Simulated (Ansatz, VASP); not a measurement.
**One calculation of CuAu, two programs**

INCAR

```
PREC = Accurate ; ENCUT = 520
EDIFF = 1E-7 ; ISMEAR = -1
SIGMA = 0.05 ; LREAL = False
LASPH = True ; NELM = 60
ALGO = Fast ; ISIF = 2
LWAVE = False ; LCHARG = False
NBANDS = 18
```

The input KPOINTS:

```
regular mesh
0
Gamma
  11 11 11
```

The input POSCAR:

```
CuAu
1.0
    1.4430568479      0.8331492596      4.2561707609
   -1.4430568479      0.8331492596      4.2561707609
    0.0000000000     -1.6662985192      4.2561707609
Au Cu
1 1
Direct
    0.0000000000      0.0000000000      0.0000000000
    0.5000000000      0.5000000000      0.5000000000
```

Contents of input.yaml:

```yaml
crystal:
  lattice:
    - [1.4430568479, 0.8331492596, 4.2561707609]
    - [-1.4430568479, 0.8331492596, 4.2561707609]
    - [0.0, -1.6662985192, 4.2561707609]
  atoms:
    - { symbol: Au, position: [0.0, 0.0, 0.0] }
    - { symbol: Cu, position: [0.5, 0.5, 0.5] }
kpoints:
  mp_grid: { grid: [11, 11, 11] }
  band_path:
    path:
      - [0.0, 0.0, 0.0]
      - [0.5, 0.0, 0.0]
      - [0.5, 0.1922122767, -0.1922122767]
    npoints: 10
scf:
  occupations: { method: fermi_dirac, width: 0.05 }
hamiltonian:
  xc: lda
  pseudopotentials: { kind: all_electron, lapw: { basis_error: 0.001 } }
output:
  forces: true
  stress: true
  eigenvalues: true
```

Alike in both runs: functional LDA; k mesh 11 × 11 × 11; occupations fermi-dirac, width 0.05 eV; no spin polarisation.

|  | VASP | Ansatz |
| --- | --- | --- |
| version | VASP 6.6.1 | Ansatz 0.2.0 |
| potentials or method | VASP PAW LDA potentials, release 64 (Au, Cu), cutoff 520 eV | all-electron LAPW, scalar-relativistic |
| task | single point | band structure |

|  | VASP | Ansatz | Ansatz less VASP |
| --- | --- | --- | --- |
| gap on the k mesh at the Fermi level (eV) | none | none | - |
| pressure (GPa) | -12.3 | -12.8 | -0.53 |
| traceless stress, the component that is largest in VASP (GPa) | 0.46 | 0.27 | -0.183 |

LDA's correlation is that of Perdew and Zunger in VASP and of Perdew and Wang (1992) in Ansatz. A gap of «none» marks a metal or a gap that the smearing closes. Ansatz ran all-electron here, and VASP with PAW potentials.

Neither program's run includes spin-orbit coupling.
